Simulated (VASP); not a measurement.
# Co (Pm-3m) in VASP: relaxation of cell and atoms with RPBE

Aim: the relaxation of cell and atoms of Co with RPBE.

All numbers are computed with VASP 6.6.1; they aren't measurements. Logs are shortened: lines on timing, memory, paths and dates and some standing lists are left out, and cuts for length are marked.

## (1) The cell of the first run

The structure is cubic, space group Pm-3m (No. 221). The conventional cell has a = 2.287 Å, b = 2.287 Å, c = 2.287 Å, α = 90.00°, β = 90.00°, γ = 90.00°. Co (site symmetry m-3m) has 6 Co at 2.29 Å within 3.0 Å.

This isn't the form of Co at room conditions, which is hcp.

## (2) Relaxation of cell and atoms, RPBE, collinear spin, ferromagnetic start

INCAR

```
PREC = Accurate
ENCUT = 690
EDIFF = 1E-7
ISMEAR = -1
SIGMA = 0.05
LREAL = F
LASPH = T
NELM = 200
ALGO = Normal
ISIF = 3
LWAVE = F
LCHARG = F
ISPIN = 2
MAGMOM = 1.7
LORBIT = 11
LMAXMIX = 4
GGA = RP
IBRION = 2
NSW = 80
EDIFFG = -0.01
GGA_COMPAT = F
NELMIN = 4
```

KPOINTS

```
Automatic mesh
0
Gamma
  14 14 14
```

POSCAR

```
Co
1.0
    2.2868488050      0.0000000000      0.0000000000
    0.0000000000      2.2868488050      0.0000000000
    0.0000000000      0.0000000000      2.2868488050
Co
1
Direct
    0.0000000000      0.0000000000      0.0000000000
```

Potentials or basis: VASP PAW PBE potentials, release 64 (Co_sv).

The run is started by

```console
cat potpaw_PBE.64/Co_sv/POTCAR > POTCAR
mpirun -np 1 vasp_std > vasp.out
```

OUTCAR:

```text
PREC = Accurate
   ENCUT = 690
   EDIFF = 1E-7
   ISMEAR = -1
   LREAL = F
   LASPH = T
   NELM = 200
   ISIF = 3
   ISPIN = 2
   LORBIT = 11
   GGA = RP
   IBRION = 2
   NSW = 80
   EDIFFG = -0.01
   NELMIN = 4

 ion  position               nearest neighbor table
   1  0.000  0.000  0.000-

  LATTYP: Found a simple cubic cell.
 ALAT       =     2.2868488050

  Lattice vectors:

 A1 = (   2.2868488050,   0.0000000000,   0.0000000000)
 A2 = (   0.0000000000,   2.2868488050,   0.0000000000)
 A3 = (   0.0000000000,   0.0000000000,   2.2868488050)

Analysis of symmetry for initial positions (statically):
=====================================================================
 Subroutine PRICEL returns:
 Original cell was already a primitive cell.

 Routine SETGRP: Setting up the symmetry group for a
 simple cubic supercell.

 Subroutine GETGRP returns: Found 48 space group operations
 (whereof 48 operations were pure point group operations)
 out of a pool of 48 trial point group operations.

The static configuration has the point symmetry O_h .

Analysis of symmetry for dynamics (positions and initial velocities):
=====================================================================
 Subroutine PRICEL returns:
 Original cell was already a primitive cell.

 Routine SETGRP: Setting up the symmetry group for a
 simple cubic supercell.

 Subroutine GETGRP returns: Found 48 space group operations
 (whereof 48 operations were pure point group operations)
 out of a pool of 48 trial point group operations.

The dynamic configuration has the point symmetry O_h .

Analysis of structural, dynamic, and magnetic symmetry:
=====================================================================
 Subroutine PRICEL returns:
 Original cell was already a primitive cell.

 Routine SETGRP: Setting up the symmetry group for a
 simple cubic supercell.

 Subroutine GETGRP returns: Found 48 space group operations
 (whereof 48 operations were pure point group operations)
 out of a pool of 48 trial point group operations.

The overall configuration has the point symmetry O_h .

 Subroutine INISYM returns: Found 48 space group operations
 (whereof 48 operations are pure point group operations),
 and found     1 'primitive' translations

----------------------------------------------------------------------------------------

                                     Primitive cell

  volume of cell :      11.9595

  direct lattice vectors                    reciprocal lattice vectors
     2.286848805  0.000000000  0.000000000     0.437282954  0.000000000  0.000000000
     0.000000000  2.286848805  0.000000000     0.000000000  0.437282954  0.000000000
     0.000000000  0.000000000  2.286848805     0.000000000  0.000000000  0.437282954

  length of vectors
     2.286848805  2.286848805  2.286848805     0.437282954  0.437282954  0.437282954

  position of ions in fractional coordinates (direct lattice)
     0.000000000  0.000000000  0.000000000

  ion indices of the primitive-cell ions
   primitive index   ion index
                 1           1

----------------------------------------------------------------------------------------

 KPOINTS: Automatic mesh

Automatic generation of k-mesh.
 Grid dimensions read from file:
 generate k-points for:   14   14   14

 Generating k-lattice:

  Cartesian coordinates                     Fractional coordinates (reciprocal lattice)
     0.031234497  0.000000000  0.000000000     0.071428571  0.000000000  0.000000000
     0.000000000  0.031234497  0.000000000     0.000000000  0.071428571  0.000000000
     0.000000000  0.000000000  0.031234497     0.000000000  0.000000000  0.071428571

  Length of vectors
     0.031234497  0.031234497  0.031234497

  Shift w.r.t. Gamma in fractional coordinates (k-lattice)
     0.000000000  0.000000000  0.000000000

 Subroutine IBZKPT returns following result:
 ===========================================

 Found    120 irreducible k-points:

 Following reciprocal coordinates:
            Coordinates               Weight
  0.000000  0.000000  0.000000      1.000000
  0.071429  0.000000  0.000000      6.000000
  0.142857  0.000000  0.000000      6.000000
  0.214286  0.000000  0.000000      6.000000
  0.285714  0.000000  0.000000      6.000000
  0.357143  0.000000  0.000000      6.000000
[... 16 lines left out ...]
  0.285714  0.214286  0.000000     24.000000
  0.357143  0.214286  0.000000     24.000000
 [... further k-points ...]
   k-points           NKPTS =    120   k-points in BZ     NKDIM =    120   number of bands    NBANDS=     13
   number of dos      NEDOS =    301   number of ions     NIONS =      1
   total plane-waves  NPLWV =   8000
   dimension x,y,z NGX =    20 NGY =   20 NGZ =   20
   dimension x,y,z NGXF=    40 NGYF=   40 NGZF=   40
   ions per type =               1
   NGX,Y,Z   is equivalent  to a cutoff of  14.54, 14.54, 14.54 a.u.
   NGXF,Y,Z  is equivalent  to a cutoff of  29.08, 29.08, 29.08 a.u.
 SYSTEM =  unknown system
   PREC   = accura    normal or accurate (medium, high low for compatibility)
   ISTART =      0    job   : 0-new  1-cont  2-samecut
   ICHARG =      2    charge: 1-file 2-atom 10-const
   ISPIN  =      2    spin polarized calculation?
   LNONCOLLINEAR =      F non collinear calculations
   LSORBIT =      F    spin-orbit coupling
   LASPH  =      T    aspherical Exc in radial PAW
   ENCUT  =  690.0 eV  50.71 Ry    7.12 a.u.   4.90  4.90  4.90*2*pi/ulx,y,z
   NELM   =    200;   NELMIN=  4; NELMDL= -5     # of ELM steps
   EDIFF  = 0.1E-06   stopping-criterion for ELM
   LREAL  =      F    real-space projection
   EDIFFG = -.1E-01   stopping-criterion for IOM
   NSW    =     80    number of steps for IOM
   IBRION =      2    ionic relax: 0-MD 1-quasi-New 2-CG
   NFREE  =      1    steps in history (QN), initial steepest desc. (CG)
   ISIF   =      3    stress and relaxation
   ISYM   =      2    0-nonsym 1-usesym 2-fastsym
   POTIM  = 0.5000    time-step for ionic-motion
   TEBEG  =    0.0;   TEEND  =   0.0 temperature during run
   PSTRESS=    0.0 pullay stress
   NELECT =      17.0000    total number of electrons
   NUPDOWN=      -1.0000    fix difference up-down
   EMIN   =  10.00;   EMAX   =-10.00  energy-range for DOS
   EFERMI =   0.00;   METHOD = LEGACY
   ISMEAR =    -1;   SIGMA  =   0.05  broadening in eV -4-tet -1-fermi 0-gaus
   EFERMI_NEDOS =   21; number of points for ismear=-14 and -15
   IALGO  =     38    algorithm
   IMIX   =      4    mixing-type and parameters
     AMIX     =   0.40;   BMIX     =  1.00
     AMIX_MAG =   1.60;   BMIX_MAG =  1.00
  volume/ion in A,a.u.               =      11.96        80.71
  Fermi-wavevector in a.u.,A,eV,Ry     =   1.840717  3.478451 46.099790  3.388239
  Thomas-Fermi vector in A             =   2.892993
   LORBIT       =     11    0 simple, 1 ext, 2 COOP (PROOUT), +10 PAW based schemes
   GGA     = RP    functional components
   LHFCALC =     F    Hartree Fock is set to
   AEXX    =    0.0000 exact exchange contribution
   IVDW    =     0    specifies the selected vdW correction
   LEPSILON=     F    determine dielectric tensor
   LRPA    =     F    only Hartree local field effects (RPA)
 conjugate gradient relaxation of ions
 spin polarized calculation
  energy-cutoff  :      690.00
  volume of cell :       11.96
 maximum number of plane-waves:       508
 NGX is ok and might be reduce to    20
   NGX =  9   NGY =  9   NGZ =  9

--------------------------------------- Ionic step        1  -------------------------------------------

 number of electron      17.0000032 magnetization       1.8069496

 Free energy of the ion-electron system (eV)
  ---------------------------------------------------
  ext. energy  EPLUGINS =         0.00000000
  ---------------------------------------------------
  free energy    TOTEN  =        -5.80649440 eV

  energy without entropy =       -5.79264236  energy(sigma->0) =       -5.79956838

 E-fermi :  10.9854     XC(G=0): -13.0598

 val. band max:       10.9820446602   @ k =   0.5000   0.4286   0.2857
 cond. band min:      10.9928035546   @ k =   0.3571   0.3571   0.0714
 fundamental gap:      0.0107588944
 Fermi energy:        10.9853576518

 spin component 1

 k-point     1 :       0.0000    0.0000    0.0000
  band No.  band energies     occupation
      1     -85.5431      1.00000
      2     -48.5091      1.00000
      3     -48.5091      1.00000
      4     -48.5091      1.00000
      5       2.3067      1.00000
      6       6.3871      1.00000
      7       6.3871      1.00000
      8       9.9143      1.00000
      9       9.9143      1.00000
     10       9.9143      1.00000
     11      30.5950      0.00000
     12      30.5950      0.00000
     13      30.5950      0.00000
[... 813 lines left out ...]
 POSITION                                       TOTAL-FORCE (eV/Angst)
 -----------------------------------------------------------------------------------
      0.00000      0.00000      0.00000        -0.000000     -0.000000      0.000000
 -----------------------------------------------------------------------------------
    total drift:                               -0.000000      0.000000      0.000000

  FREE ENERGIE OF THE ION-ELECTRON SYSTEM (eV)
  ---------------------------------------------------
  free  energy   TOTEN  =        -5.8249866598 eV

  energy  without entropy=       -5.8105040264  energy(sigma->0) =       -5.81774534

--------------------------------------- Ionic step        3  -------------------------------------------

 number of electron      16.9999952 magnetization       1.8941147

 Free energy of the ion-electron system (eV)
  ---------------------------------------------------
  ext. energy  EPLUGINS =         0.00000000
  ---------------------------------------------------
  free energy    TOTEN  =        -5.85640023 eV

  energy without entropy =       -5.84317319  energy(sigma->0) =       -5.84978671

 E-fermi :   9.7752     XC(G=0): -12.5320

 val. band max:        9.7729716529   @ k =   0.5000   0.1429   0.0000
 cond. band min:       9.7800237246   @ k =   0.4286   0.0000   0.0000
 fundamental gap:      0.0070520717
 Fermi energy:         9.7751674210

 spin component 1

 k-point     1 :       0.0000    0.0000    0.0000
  band No.  band energies     occupation
      1     -86.7741      1.00000
      2     -49.7947      1.00000
      3     -49.7947      1.00000
      4     -49.7947      1.00000
      5       1.5649      1.00000
      6       5.4532      1.00000
      7       5.4532      1.00000
      8       8.4861      1.00000
      9       8.4861      1.00000
     10       8.4861      1.00000
     11      28.2463      0.00000
     12      28.2463      0.00000
     13      28.2463      0.00000
[... 778 lines left out ...]
 POSITION                                       TOTAL-FORCE (eV/Angst)
 -----------------------------------------------------------------------------------
      0.00000      0.00000      0.00000         0.000000      0.000000      0.000000
 -----------------------------------------------------------------------------------
    total drift:                                0.000000      0.000000      0.000000

  FREE ENERGIE OF THE ION-ELECTRON SYSTEM (eV)
  ---------------------------------------------------
  free  energy   TOTEN  =        -5.8564002304 eV

  energy  without entropy=       -5.8431731877  energy(sigma->0) =       -5.84978671

 reached required accuracy - stopping structural energy minimisation

 total charge

# of ion       s       p       d       tot
------------------------------------------
    1        2.248   6.086   6.716  15.049

 magnetization (x)

# of ion       s       p       d       tot
------------------------------------------
    1        0.006  -0.000   1.900   1.906
```

It took 69 s on 1 thread of Intel Xeon Platinum 8375C at 2.90GHz (Ice Lake), shared host; peak memory 0.16 GiB.

What came out:

```
Free energy                                           : -5.8564 eV
Relaxed volume                                        : 13.07 Å³/atom
Relaxed cell                                          : a = 2.356 Å, b = 2.356 Å, c = 2.356 Å, α = 90.00°, β = 90.00°, γ = 90.00°
Space group after relaxing (to 0.1 Å)                 : Pm-3m (No. 221)
Energy gained by relaxing                             : 49.9 meV/atom
Ionic steps                                           : 3
Pressure after relaxing                               : 0.0 GPa
Net moment                                            : 1.89 μB per cell
Site moments                                          : Co +1.91 μB
Valence electrons inside the program's atomic spheres : Co 15.05
```

Step by step:
| step | energy change (eV) | largest force (eV/Å) | pressure (GPa) | volume (Å³) |
| --- | --- | --- | --- | --- |
| 1 | 0.0000 | 0.0000 | 15.30 | 11.96 |
| 2 | -0.0185 | 0.0000 | -9.50 | 14.05 |
| 3 | -0.0499 | 0.0000 | -0.02 | 13.07 |

Final structure:
```cif
data_structure
_symmetry_space_group_name_H-M 'P 1'
_symmetry_Int_Tables_number 1
_cell_length_a 2.3557
_cell_length_b 2.3557
_cell_length_c 2.3557
_cell_angle_alpha 90.000
_cell_angle_beta 90.000
_cell_angle_gamma 90.000
_cell_volume 13.07
loop_
_atom_site_label
_atom_site_type_symbol
_atom_site_fract_x
_atom_site_fract_y
_atom_site_fract_z
_atom_site_occupancy
Co1 Co 0.00000 0.00000 0.00000 1
```

Levels at points of the mesh, in eV from the Fermi level:
Spin up:
```csv
k point,band 5,band 6,band 7,band 8,band 9,band 10,band 11,band 12,band 13
"(0.00, 0.00, 0.00)",-8.21,-4.32,-4.32,-1.29,-1.29,-1.29,18.47,18.47,18.47
"(0.50, 0.00, 0.00)",-4.46,-3.89,-2.35,-2.35,-1.44,-1.20,3.24,22.99,25.42
"(0.50, 0.50, 0.00)",-5.12,-3.49,-2.14,-2.14,-0.17,4.69,4.69,10.50,10.92
"(0.50, 0.50, 0.50)",-4.23,-4.23,-4.23,-0.11,-0.11,11.22,11.22,11.22,12.83
```
Spin down:
```csv
k point,band 5,band 6,band 7,band 8,band 9,band 10
"(0.00, 0.00, 0.00)",-8.11,-2.98,-2.98,1.19,1.19,1.19
"(0.50, 0.00, 0.00)",-3.63,-2.46,-1.47,-0.05,-0.05,1.30
"(0.50, 0.50, 0.00)",-3.58,-2.13,0.21,0.21,1.61,4.82
"(0.50, 0.50, 0.50)",-2.38,-2.38,-2.38,1.68,1.68,11.57
```

Caveat: the PAW data sets were made with another functional, which shifts forces and pressure a little.
